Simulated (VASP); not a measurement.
# Si2Ge3 (P4_2/mnm) in VASP: a series of runs

Si2Ge3 is run at these levels: PBE; tasks: single point, relaxation of cell and atoms.

All numbers are computed with VASP 6.6.1; they aren't measurements. Logs are shortened: lines on timing, memory, paths and dates and some standing lists are left out, and cuts for length are marked.

## 1. The cell of the first run

The structure is tetragonal, space group P4_2/mnm (No. 136). Conventional cell: a = 4.555 Å, b = 4.555 Å, c = 8.650 Å, α = 90.00°, β = 90.00°, γ = 90.00°. Within 2.4 Å of Si (site symmetry m2m) lie 3 Ge at 1.78 to 2.28 Å. Ge (site symmetry 2mm) has 2 Si at 2.28 Å and 1 Ge at 2.57 Å within 3.0 Å. Ge (site symmetry mmm) has 2 Si at 1.78 Å within 2.4 Å.

The cell was built from a structure type or drawn by symmetry, and may not be a known phase.

## 2. Single point, PBE

Contents of INCAR:

```
ALGO = Normal
EDIFF = 1E-6
ENCUT = 520
GGA = PE
ISIF = 2
ISMEAR = 0
LASPH = T
LCHARG = T
LELF = T
LREAL = F
LVHAR = T
LWAVE = F
NBANDS = 61
NELM = 80
PREC = Accurate
SIGMA = 0.1
```

Contents of KPOINTS:

```
k-points
0
Gamma
  4 4 2
```

Contents of POSCAR:

```
Si2Ge3
1.0
    4.5553814500      0.0000000000      0.0000000000
    0.0000000000      4.5553814500      0.0000000000
    0.0000000000      0.0000000000      8.6504562400
Si Ge
4 6
Direct
    0.7242432500      0.2757567500      0.0000000000
    0.2757567500      0.7242432500      0.0000000000
    0.2242432500      0.2242432500      0.5000000000
    0.7757567500      0.7757567500      0.5000000000
    0.0000000000      0.0000000000      0.7033897500
    0.5000000000      0.5000000000      0.2033897500
    0.5000000000      0.5000000000      0.7966102500
    0.0000000000      0.0000000000      0.2966102500
    0.0000000000      0.0000000000      0.0000000000
    0.5000000000      0.5000000000      0.5000000000
```

Potentials or basis: VASP PAW PBE potentials, release 64 (Si, Ge_d).

Launch:

```console
> cat potpaw_PBE.64/Si/POTCAR potpaw_PBE.64/Ge_d/POTCAR > POTCAR
> mpirun -np 1 vasp_std > vasp.out
```

OUTCAR:

```text
EDIFF = 1E-6
   ENCUT = 520
   GGA = PE
   ISIF = 2
   ISMEAR = 0
   LASPH = T
   LREAL = F
   NELM = 80
   PREC = Accurate

 ion  position               nearest neighbor table
   1  0.724  0.276  0.000-   9 1.78   7 2.28   6 2.28   2 2.89
   2  0.276  0.724  0.000-   9 1.78   7 2.28   6 2.28   1 2.89
   3  0.224  0.224  0.500-  10 1.78   8 2.28   5 2.28   4 2.89
   4  0.776  0.776  0.500-  10 1.78   8 2.28   5 2.28   3 2.89
   5  0.000  0.000  0.703-   3 2.28   4 2.28   9 2.57
   6  0.500  0.500  0.203-   1 2.28   2 2.28  10 2.57
   7  0.500  0.500  0.797-   1 2.28   2 2.28  10 2.57
   8  0.000  0.000  0.297-   3 2.28   4 2.28   9 2.57
   9  0.000  0.000  0.000-   1 1.78   2 1.78   5 2.57   8 2.57
  10  0.500  0.500  0.500-   3 1.78   4 1.78   6 2.57   7 2.57

  LATTYP: Found a simple tetragonal cell.
 ALAT       =     4.5553814500
 C/A-ratio  =     1.8989532128

  Lattice vectors:

 A1 = (   4.5553814500,   0.0000000000,   0.0000000000)
 A2 = (   0.0000000000,   4.5553814500,   0.0000000000)
 A3 = (   0.0000000000,   0.0000000000,   8.6504562400)

Analysis of symmetry for initial positions (statically):
=====================================================================
 Subroutine PRICEL returns:
 Original cell was already a primitive cell.

 Routine SETGRP: Setting up the symmetry group for a
 simple tetragonal supercell.

 Subroutine GETGRP returns: Found 16 space group operations
 (whereof  8 operations were pure point group operations)
 out of a pool of 16 trial point group operations.

The static configuration has the point symmetry D_2h.
 The point group associated with its full space group is D_4h.

Analysis of symmetry for dynamics (positions and initial velocities):
=====================================================================
 Subroutine PRICEL returns:
 Original cell was already a primitive cell.

 Routine SETGRP: Setting up the symmetry group for a
 simple tetragonal supercell.

 Subroutine GETGRP returns: Found 16 space group operations
 (whereof  8 operations were pure point group operations)
 out of a pool of 16 trial point group operations.

The dynamic configuration has the point symmetry D_2h.
 The point group associated with its full space group is D_4h.

 Subroutine INISYM returns: Found 16 space group operations
 (whereof  8 operations are pure point group operations),
 and found     1 'primitive' translations

----------------------------------------------------------------------------------------

                                     Primitive cell

  volume of cell :     179.5099

  direct lattice vectors                    reciprocal lattice vectors
     4.555381450  0.000000000  0.000000000     0.219520585  0.000000000  0.000000000
     0.000000000  4.555381450  0.000000000     0.000000000  0.219520585  0.000000000
     0.000000000  0.000000000  8.650456240     0.000000000  0.000000000  0.115600839

  length of vectors
     4.555381450  4.555381450  8.650456240     0.219520585  0.219520585  0.115600839

  position of ions in fractional coordinates (direct lattice)
     0.724243250  0.275756750  0.000000000
     0.275756750  0.724243250  0.000000000
     0.224243250  0.224243250  0.500000000
     0.775756750  0.775756750  0.500000000
     0.000000000  0.000000000  0.703389750
     0.500000000  0.500000000  0.203389750
     0.500000000  0.500000000  0.796610250
     0.000000000  0.000000000  0.296610250
     0.000000000  0.000000000  0.000000000
     0.500000000  0.500000000  0.500000000

  ion indices of the primitive-cell ions
   primitive index   ion index
                 1           1
                 2           2
                 3           3
                 4           4
                 5           5
                 6           6
                 7           7
                 8           8
                 9           9
                10          10

----------------------------------------------------------------------------------------

 KPOINTS: k-points

Automatic generation of k-mesh.
 Grid dimensions read from file:
 generate k-points for:    4    4    2

 Generating k-lattice:

  Cartesian coordinates                     Fractional coordinates (reciprocal lattice)
     0.054880146  0.000000000  0.000000000     0.250000000  0.000000000  0.000000000
     0.000000000  0.054880146  0.000000000     0.000000000  0.250000000  0.000000000
     0.000000000  0.000000000  0.057800420     0.000000000  0.000000000  0.500000000

  Length of vectors
     0.054880146  0.054880146  0.057800420

  Shift w.r.t. Gamma in fractional coordinates (k-lattice)
     0.000000000  0.000000000  0.000000000

 Subroutine IBZKPT returns following result:
 ===========================================

 Found     12 irreducible k-points:

 Following reciprocal coordinates:
            Coordinates               Weight
  0.000000  0.000000  0.000000      1.000000
  0.250000  0.000000  0.000000      4.000000
  0.500000  0.000000  0.000000      2.000000
  0.250000  0.250000  0.000000      4.000000
  0.500000  0.250000  0.000000      4.000000
  0.500000  0.500000  0.000000      1.000000
  0.000000  0.000000  0.500000      1.000000
  0.250000  0.000000  0.500000      4.000000
  0.500000  0.000000  0.500000      2.000000
  0.250000  0.250000  0.500000      4.000000
  0.500000  0.250000  0.500000      4.000000
  0.500000  0.500000  0.500000      1.000000
   k-points           NKPTS =     12   k-points in BZ     NKDIM =     12   number of bands    NBANDS=     61
   number of dos      NEDOS =    301   number of ions     NIONS =     10
   total plane-waves  NPLWV =  82944
   dimension x,y,z NGX =    36 NGY =   36 NGZ =   64
   dimension x,y,z NGXF=    72 NGYF=   72 NGZF=  128
   ions per type =               4   6
   NGX,Y,Z   is equivalent  to a cutoff of  13.14, 13.14, 12.30 a.u.
   NGXF,Y,Z  is equivalent  to a cutoff of  26.28, 26.28, 24.60 a.u.
 SYSTEM =  unknown system
   PREC   = accura    normal or accurate (medium, high low for compatibility)
   ISTART =      0    job   : 0-new  1-cont  2-samecut
   ICHARG =      2    charge: 1-file 2-atom 10-const
   ISPIN  =      1    spin polarized calculation?
   LNONCOLLINEAR =      F non collinear calculations
   LSORBIT =      F    spin-orbit coupling
   LASPH  =      T    aspherical Exc in radial PAW
   ENCUT  =  520.0 eV  38.22 Ry    6.18 a.u.   8.47  8.47 16.08*2*pi/ulx,y,z
   NELM   =     80;   NELMIN=  2; NELMDL= -5     # of ELM steps
   EDIFF  = 0.1E-05   stopping-criterion for ELM
   LREAL  =      F    real-space projection
   EDIFFG = 0.1E-04   stopping-criterion for IOM
   NSW    =      0    number of steps for IOM
   IBRION =     -1    ionic relax: 0-MD 1-quasi-New 2-CG
   NFREE  =      0    steps in history (QN), initial steepest desc. (CG)
   ISIF   =      2    stress and relaxation
   ISYM   =      2    0-nonsym 1-usesym 2-fastsym
   POTIM  = 0.5000    time-step for ionic-motion
   TEBEG  =    0.0;   TEEND  =   0.0 temperature during run
   PSTRESS=    0.0 pullay stress
   NELECT =     100.0000    total number of electrons
   NUPDOWN=      -1.0000    fix difference up-down
   EMIN   =  10.00;   EMAX   =-10.00  energy-range for DOS
   EFERMI =   0.00;   METHOD = LEGACY
   ISMEAR =     0;   SIGMA  =   0.10  broadening in eV -4-tet -1-fermi 0-gaus
   EFERMI_NEDOS =   21; number of points for ismear=-14 and -15
   IALGO  =     38    algorithm
   IMIX   =      4    mixing-type and parameters
     AMIX     =   0.40;   BMIX     =  1.00
     AMIX_MAG =   1.60;   BMIX_MAG =  1.00
  volume/ion in A,a.u.               =      17.95       121.14
  Fermi-wavevector in a.u.,A,eV,Ry     =   1.347034  2.545526 24.687791  1.814501
  Thomas-Fermi vector in A             =   2.474818
   LORBIT       =      0    0 simple, 1 ext, 2 COOP (PROOUT), +10 PAW based schemes
   GGA     = PE    functional components
   LHFCALC =     F    Hartree Fock is set to
   AEXX    =    0.0000 exact exchange contribution
   IVDW    =     0    specifies the selected vdW correction
   LEPSILON=     F    determine dielectric tensor
   LRPA    =     F    only Hartree local field effects (RPA)
 non-spin polarized calculation
 Gauss-broadening in eV      SIGMA  =   0.10
  energy-cutoff  :      520.00
  volume of cell :      179.51
 maximum number of plane-waves:      4859
 NGX is ok and might be reduce to    36
   NGX = 17   NGY = 17   NGZ = 33

 number of electron     100.0000000 magnetization

 number of electron      99.9999899 magnetization

 Free energy of the ion-electron system (eV)
  ---------------------------------------------------
  ext. energy  EPLUGINS =         0.00000000
  ---------------------------------------------------
  free energy    TOTEN  =       -27.21632551 eV

  energy without entropy =      -27.17554948  energy(sigma->0) =      -27.19593749

 E-fermi :   7.0810     XC(G=0): -10.6813

 val. band max:        7.0701723233   @ k =   0.0000   0.0000   0.5000
 cond. band min:       7.0813457835   @ k =   0.5000   0.2500   0.5000
 fundamental gap:      0.0111734602
 Fermi energy:         7.0810104850

 k-point     1 :       0.0000    0.0000    0.0000
  band No.  band energies     occupation
      1     -18.9688      2.00000
      2     -18.9677      2.00000
      3     -18.5640      2.00000
      4     -18.5640      2.00000
      5     -18.5132      2.00000
      6     -18.5131      2.00000
[... 53 lines left out ...]
     60      10.6603      0.00000
     61      11.3300      0.00000

 k-point     2 :       0.2500    0.0000    0.0000
  band No.  band energies     occupation
      1     -18.9684      2.00000
      2     -18.9676      2.00000
      3     -18.5642      2.00000
      4     -18.5642      2.00000
      5     -18.5124      2.00000
      6     -18.5122      2.00000
[... 629 lines left out ...]
     60      11.7601      0.00000
     61      11.9900      0.00000

 k-point    12 :       0.5000    0.5000    0.5000
  band No.  band energies     occupation
      1     -18.9677      2.00000
      2     -18.9677      2.00000
      3     -18.5645      2.00000
      4     -18.5645      2.00000
      5     -18.5098      2.00000
      6     -18.5098      2.00000
[... 53 lines left out ...]
     60      11.7259      0.00000
     61      12.2757      0.00000

------------------------ aborting loop because EDIFF is reached ----------------------------------------

  FORCE on cell =-STRESS in cart. coord.  units (eV):
  Direction    XX          YY          ZZ          XY          YZ          ZX
  --------------------------------------------------------------------------------------
  -------------------------------------------------------------------------------------
  Total       68.8803498     68.8803498     23.6693450     -0.0000000      0.0000000      0.0000000
  in kB      614.7767224    614.7767224    211.2556393     -0.0000000      0.0000000      0.0000000
  external PRESSURE =     480.2696947 kB  Pullay stress =       0.0000000 kB

 VOLUME and BASIS-vectors are now :
 -----------------------------------------------------------------------------
  energy-cutoff  :      520.00
  volume of cell :      179.51
      direct lattice vectors                 reciprocal lattice vectors
     4.555381450  0.000000000  0.000000000     0.219520585  0.000000000  0.000000000
     0.000000000  4.555381450  0.000000000     0.000000000  0.219520585  0.000000000
     0.000000000  0.000000000  8.650456240     0.000000000  0.000000000  0.115600839

 POSITION                                       TOTAL-FORCE (eV/Angst)
 -----------------------------------------------------------------------------------
      3.29920      1.25618      0.00000       -10.600343     10.600343      0.000000
      1.25618      3.29920      0.00000        10.600343    -10.600343      0.000000
      1.02151      1.02151      4.32523       -10.600343    -10.600343      0.000000
      3.53387      3.53387      4.32523        10.600343     10.600343      0.000000
      0.00000      0.00000      6.08464         0.000000      0.000000      1.403556
      2.27769      2.27769      1.75941        -0.000000     -0.000000      1.403556
      2.27769      2.27769      6.89104         0.000000      0.000000     -1.403556
      0.00000      0.00000      2.56581         0.000000      0.000000     -1.403556
      0.00000      0.00000      0.00000         0.000000      0.000000      0.000000
      2.27769      2.27769      4.32523         0.000000      0.000000      0.000000
 -----------------------------------------------------------------------------------
    total drift:                                0.000000      0.000000      0.000000

  FREE ENERGIE OF THE ION-ELECTRON SYSTEM (eV)
  ---------------------------------------------------
  free  energy   TOTEN  =       -27.2163255076 eV

  energy  without entropy=      -27.1755494800  energy(sigma->0) =      -27.19593749
```

Run time: 73 s. Hardware: 1 thread of Intel Xeon 6975P-C (Granite Rapids), shared host; peak memory 0.32 GiB.

Results:

```yaml
Free_energy: -27.2163 eV
Pressure: 48.0 GPa
Largest_force: 14.991 eV/Å
Band_gap_on_the_k_mesh: zero (bands 50 and 51 overlap by 0.95 eV)
```

Forces in eV/Å, atoms in the order of the input:
```
Si  -10.600  10.600   0.000
Si   10.600 -10.600   0.000
Si  -10.600 -10.600   0.000
Si   10.600  10.600   0.000
Ge    0.000   0.000   1.404
Ge    0.000   0.000   1.404
Ge    0.000   0.000  -1.404
Ge    0.000   0.000  -1.404
Ge    0.000   0.000   0.000
Ge    0.000   0.000   0.000
```

Stress tensor (GPa, compression positive):
```
61.48  0.00  0.00
 0.00 61.48  0.00
 0.00  0.00 21.13
```

Caveat: the k points lie up to 0.36 Å⁻¹ apart, too coarse for converged energies and pressures of a metal; forces of over 1 eV/Å act on the atoms, so gaps and moduli don't describe the material at rest.

(Continued in part 2 of 2.)
